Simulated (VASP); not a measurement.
A run of VASP 6.6.1 is set up as follows.

The input INCAR:

```
SYSTEM = C
PREC     = Accurate       ! precision mode
ENCUT    = 520            ! plane-wave cutoff, eV
EDIFF    = 1E-7           ! SCF threshold, eV
ISMEAR   = 0              ! smearing method
SIGMA    = 0.05           ! smearing width, eV
LREAL    = .False.        ! projectors in reciprocal space
LASPH    = .True.         ! aspherical terms in the spheres
NELM     = 80             ! most SCF steps
ALGO     = Normal         ! electronic algorithm
ISIF     = 2              ! what is computed and relaxed
LWAVE    = .False.        ! write WAVECAR
LCHARG   = .True.         ! write CHGCAR
GGA      = PE             ! functional
LELF     = .True.         ! ELF
LVHAR    = .True.       
NBANDS   = 26             ! bands
```

The input KPOINTS:

```
regular mesh
0
Gamma
  12 12 4
  0 0 0
```

POSCAR

```
C
1.0
    2.5389641516      0.0000000000      0.0000000000
   -1.2694820758      2.1988074546      0.0000000000
    0.0000000000      0.0000000000      8.3736208784
C
8
Direct
   -0.0082542016     -0.0165084032      0.0929732494
   -0.0082542016     -0.0165084032      0.5929732494
   -0.0082542016     -0.0165084032      0.4070267506
   -0.0082542016     -0.0165084032      0.9070267506
    0.3415875349      0.6831750699      0.1555299995
    0.6749208683      0.3498417365      0.6555299995
    0.3415875349      0.6831750699      0.3444700005
    0.6749208683      0.3498417365      0.8444700005
```

Potentials or basis: VASP PAW PBE potentials, release 64 (C).

Run with:

```bash
$ cat potpaw_PBE.64/C/POTCAR > POTCAR
$ mpirun -np 1 vasp_std > vasp.out
```

Predict the largest force.

2.356 eV/Å.

Estimate the pressure.

-7.8 GPa.

Stress tensor (GPa, compression positive):
```
-8.34  0.00  0.00
 0.00 -6.43  0.00
 0.00  0.00 -8.70
```

Caveat: forces of over 1 eV/Å act on the atoms, so gaps and moduli don't describe the material at rest.
